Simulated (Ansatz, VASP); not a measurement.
**One calculation of Ni, two programs**

```
Ni
1.0
    -2.60256    0.00849    2.72211
    -0.05248    2.64799    2.67811
    -2.61747    2.70690   -0.00642
Ni
3
Direct
  0.71551 0.28109 0.11630
  0.08703 0.67728 0.51419
  0.37840 0.92439 0.73756
```

Alike in both runs: task single point; functional PBE; k mesh 3 × 3 × 3; occupations fermi-dirac, width 0.15 eV; collinear spin.

```csv
,VASP,Ansatz
version,VASP 6.6.1,Ansatz 0.2 development build
potentials or method,"VASP PAW PBE potentials, release 64 (Ni), cutoff 600 eV","all-electron full-potential LAPW, scalar-relativistic"
```

Ansatz gave:

| Property | Result |
| --- | --- |
| rms of the force components (eV/Å) | 1.311 |
| net moment per atom (μB) | 0.55 |
| size of the moment on the site where the two differ most (μB) | 0.60 |

Estimate VASP's values.

rms of the force components (eV/Å): 1.308; net moment per atom (μB): 0.54; size of the moment on the site where the two differ most (μB): 0.57.

Site moments also hang on the region over which each program counts them. Atom by atom the forces differ by 0.006 eV/Å (rms over components). Ansatz ran all-electron here, and VASP with PAW potentials.

The k mesh is coarse, so the values compare programs but aren't converged.
